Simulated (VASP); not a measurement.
# V (Fd-3m) in VASP: single point with RPBE

Aim: the single point of V with RPBE.

All numbers are computed with VASP 6.6.1; they aren't measurements. Logs are shortened: lines on timing, memory, paths and dates and some standing lists are left out, and cuts for length are marked.

**1. The cell of the first run**

It takes space group Fd-3m (No. 227, cubic). The conventional cell has a = 5.391 Å, b = 5.391 Å, c = 5.391 Å, α = 90.00°, β = 90.00°, γ = 90.00°. V (site symmetry -43m) has 4 V at 2.33 Å within 3.1 Å.

**2. Single point, RPBE**

Input file INCAR:

```
SYSTEM = V
  ALGO = Normal
  EDIFF = 1E-6
  ENCUT = 520
  GGA = RP
  ISIF = 2
  ISMEAR = -1
  LASPH = .True.
  LCHARG = .False.
  LREAL = .False.
  LWAVE = .False.
  NBANDS = 20
  NELM = 60
  PREC = Accurate
  SIGMA = 0.1
```

Input file KPOINTS:

```
k-points
0
Gamma
  17 17 17
  0 0 0
```

Input file POSCAR:

```
V
1.0
    0.0000000000      2.6955719391      2.6955719391
    2.6955719391      0.0000000000      2.6955719391
    2.6955719391      2.6955719391      0.0000000000
V
2
Direct
    0.1250000000      0.1250000000      0.1250000000
    0.8750000000      0.8750000000      0.8750000000
```

Potentials or basis: VASP PAW PBE potentials, release 64 (V_sv).

Command:

```bash
cat potpaw_PBE.64/V_sv/POTCAR > POTCAR
mpirun -np 1 vasp_std > vasp.out
```

OUTCAR:

```text
SYSTEM = V
   EDIFF = 1E-6
   ENCUT = 520
   GGA = RP
   ISIF = 2
   ISMEAR = -1
   LASPH = .True.
   LREAL = .False.
   NELM = 60
   PREC = Accurate

 ion  position               nearest neighbor table
   1  0.125  0.125  0.125-   2 2.33   2 2.33   2 2.33   2 2.33
   2  0.875  0.875  0.875-   1 2.33   1 2.33   1 2.33   1 2.33

  LATTYP: Found a face centered cubic cell.
 ALAT       =     5.3911438782

  Lattice vectors:

 A1 = (   0.0000000000,   2.6955719391,   2.6955719391)
 A2 = (   2.6955719391,   0.0000000000,   2.6955719391)
 A3 = (   2.6955719391,   2.6955719391,   0.0000000000)

Analysis of symmetry for initial positions (statically):
=====================================================================
 Subroutine PRICEL returns:
 Original cell was already a primitive cell.

 Routine SETGRP: Setting up the symmetry group for a
 face centered cubic supercell.

 Subroutine GETGRP returns: Found 48 space group operations
 (whereof 12 operations were pure point group operations)
 out of a pool of 48 trial point group operations.

The static configuration has the point symmetry D_3d.
 The point group associated with its full space group is O_h .

Analysis of symmetry for dynamics (positions and initial velocities):
=====================================================================
 Subroutine PRICEL returns:
 Original cell was already a primitive cell.

 Routine SETGRP: Setting up the symmetry group for a
 face centered cubic supercell.

 Subroutine GETGRP returns: Found 48 space group operations
 (whereof 12 operations were pure point group operations)
 out of a pool of 48 trial point group operations.

The dynamic configuration has the point symmetry D_3d.
 The point group associated with its full space group is O_h .

 Subroutine INISYM returns: Found 48 space group operations
 (whereof 12 operations are pure point group operations),
 and found     1 'primitive' translations

----------------------------------------------------------------------------------------

                                     Primitive cell

  volume of cell :      39.1726

  direct lattice vectors                    reciprocal lattice vectors
     0.000000000  2.695571939  2.695571939    -0.185489392  0.185489392  0.185489392
     2.695571939  0.000000000  2.695571939     0.185489392 -0.185489392  0.185489392
     2.695571939  2.695571939  0.000000000     0.185489392  0.185489392 -0.185489392

  length of vectors
[... 78 lines left out ...]
   LSORBIT =      F    spin-orbit coupling
   LASPH  =      T    aspherical Exc in radial PAW
   ENCUT  =  520.0 eV  38.22 Ry    6.18 a.u.   7.09  7.09  7.09*2*pi/ulx,y,z
   NELM   =     60;   NELMIN=  2; NELMDL= -5     # of ELM steps
   EDIFF  = 0.1E-05   stopping-criterion for ELM
   LREAL  =      F    real-space projection
   EDIFFG = 0.1E-04   stopping-criterion for IOM
   NSW    =      0    number of steps for IOM
   IBRION =     -1    ionic relax: 0-MD 1-quasi-New 2-CG
   NFREE  =      0    steps in history (QN), initial steepest desc. (CG)
   ISIF   =      2    stress and relaxation
   ISYM   =      2    0-nonsym 1-usesym 2-fastsym
   POTIM  = 0.5000    time-step for ionic-motion
   TEBEG  =    0.0;   TEEND  =   0.0 temperature during run
   PSTRESS=    0.0 pullay stress
   NELECT =      26.0000    total number of electrons
   NUPDOWN=      -1.0000    fix difference up-down
   EMIN   =  10.00;   EMAX   =-10.00  energy-range for DOS
   EFERMI =   0.00;   METHOD = LEGACY
   ISMEAR =    -1;   SIGMA  =   0.10  broadening in eV -4-tet -1-fermi 0-gaus
   EFERMI_NEDOS =   21; number of points for ismear=-14 and -15
   IALGO  =     38    algorithm
   IMIX   =      4    mixing-type and parameters
     AMIX     =   0.40;   BMIX     =  1.00
     AMIX_MAG =   1.60;   BMIX_MAG =  1.00
  volume/ion in A,a.u.               =      19.59       132.17
  Fermi-wavevector in a.u.,A,eV,Ry     =   1.428033  2.698592 27.746079  2.039279
  Thomas-Fermi vector in A             =   2.548139
   LORBIT       =      0    0 simple, 1 ext, 2 COOP (PROOUT), +10 PAW based schemes
   GGA     = RP    functional components
   LHFCALC =     F    Hartree Fock is set to
   AEXX    =    0.0000 exact exchange contribution
   IVDW    =     0    specifies the selected vdW correction
   LEPSILON=     F    determine dielectric tensor
   LRPA    =     F    only Hartree local field effects (RPA)
 non-spin polarized calculation
  energy-cutoff  :      520.00
  volume of cell :       39.17
 maximum number of plane-waves:      1067
   NGX = 15   NGY = 15   NGZ = 15

 number of electron      25.9999990 magnetization

 Free energy of the ion-electron system (eV)
  ---------------------------------------------------
  ext. energy  EPLUGINS =         0.00000000
  ---------------------------------------------------
  free energy    TOTEN  =       -12.36051293 eV

  energy without entropy =      -12.17610518  energy(sigma->0) =      -12.26830905

 E-fermi :   5.8379     XC(G=0): -10.5279

 val. band max:        5.8375163726   @ k =  -0.3529   0.2941   0.0000
 cond. band min:       5.8460715728   @ k =   0.4706   0.3529   0.1176
 fundamental gap:      0.0085552002
 Fermi energy:         5.8378595444

 k-point     1 :       0.0000    0.0000    0.0000
  band No.  band energies     occupation
      1     -57.9864      2.00000
      2     -57.4706      2.00000
      3     -31.9567      2.00000
      4     -31.9567      2.00000
      5     -31.9567      2.00000
      6     -31.2181      2.00000
[... 541 lines left out ...]
     19       9.4416      0.00000
     20      15.5640      0.00000

 [... further k-points ...]

------------------------ aborting loop because EDIFF is reached ----------------------------------------

  FORCE on cell =-STRESS in cart. coord.  units (eV):
  Direction    XX          YY          ZZ          XY          YZ          ZX
  --------------------------------------------------------------------------------------
  -------------------------------------------------------------------------------------
  Total        0.0824795      0.0824795      0.0824795     -0.0000000     -0.0000000     -0.0000000
  in kB        3.3734447      3.3734447      3.3734447     -0.0000000     -0.0000000     -0.0000000
  external PRESSURE =       3.3734447 kB  Pullay stress =       0.0000000 kB

 VOLUME and BASIS-vectors are now :
 -----------------------------------------------------------------------------
  energy-cutoff  :      520.00
  volume of cell :       39.17
      direct lattice vectors                 reciprocal lattice vectors
     0.000000000  2.695571939  2.695571939    -0.185489392  0.185489392  0.185489392
     2.695571939  0.000000000  2.695571939     0.185489392 -0.185489392  0.185489392
     2.695571939  2.695571939  0.000000000     0.185489392  0.185489392 -0.185489392

 POSITION                                       TOTAL-FORCE (eV/Angst)
 -----------------------------------------------------------------------------------
      0.67389      0.67389      0.67389         0.000000      0.000000      0.000000
      4.71725      4.71725      4.71725        -0.000000     -0.000000     -0.000000
 -----------------------------------------------------------------------------------
    total drift:                                0.000000      0.000000     -0.000000

  FREE ENERGIE OF THE ION-ELECTRON SYSTEM (eV)
  ---------------------------------------------------
  free  energy   TOTEN  =       -12.3605129297 eV

  energy  without entropy=      -12.1761051794  energy(sigma->0) =      -12.26830905
```

OSZICAR:

```text
N       E                     dE             d eps       ncg     rms          rms(c)
DAV:   1     0.335610348243E+03    0.33561E+03   -0.16580E+04  6616   0.142E+03
DAV:   2    -0.416258814058E+01   -0.33977E+03   -0.33476E+03  6748   0.472E+02
DAV:   3    -0.130923235750E+02   -0.89297E+01   -0.87282E+01  7956   0.933E+01
DAV:   4    -0.131965605806E+02   -0.10424E+00   -0.10364E+00  7064   0.981E+00
DAV:   5    -0.131978385516E+02   -0.12780E-02   -0.12779E-02  7464   0.117E+00    0.158E+01
DAV:   6    -0.123702666271E+02    0.82757E+00   -0.68790E+00  7596   0.213E+01    0.304E+00
DAV:   7    -0.123549180418E+02    0.15349E-01   -0.22140E-01  7228   0.448E+00    0.277E+00
DAV:   8    -0.123605782775E+02   -0.56602E-02   -0.94548E-03  7176   0.976E-01    0.130E-01
DAV:   9    -0.123604964789E+02    0.81799E-04   -0.47564E-04  7180   0.234E-01    0.496E-02
DAV:  10    -0.123605130134E+02   -0.16535E-04   -0.78505E-05  7296   0.653E-02    0.879E-03
DAV:  11    -0.123605129297E+02    0.83691E-07   -0.84223E-07  4916   0.102E-02
   1 F= -.12360513E+02 E0= -.12268309E+02  d E =-.184408E+00
```

Run time: 41 s. Hardware: 1 thread of Intel Xeon Platinum 8559C (Emerald Rapids), shared host; peak memory 0.22 GiB.

Results:

- Free energy: -12.3605 eV
- Pressure: 0.3 GPa
- Band gap on the k mesh: zero (band 13 reaches 6.17 eV, above the bottom of band 14 at 5.33 eV)

Levels at points of the mesh, in eV from the Fermi level:
```
           k point  band 11  band 12  band 13  band 14  band 15  band 16
(0.00, 0.00, 0.00)    -0.93    -0.51    -0.51    -0.51     1.46     1.46
```

Caveat: the PAW data sets were made with another functional, which shifts forces and pressure a little.
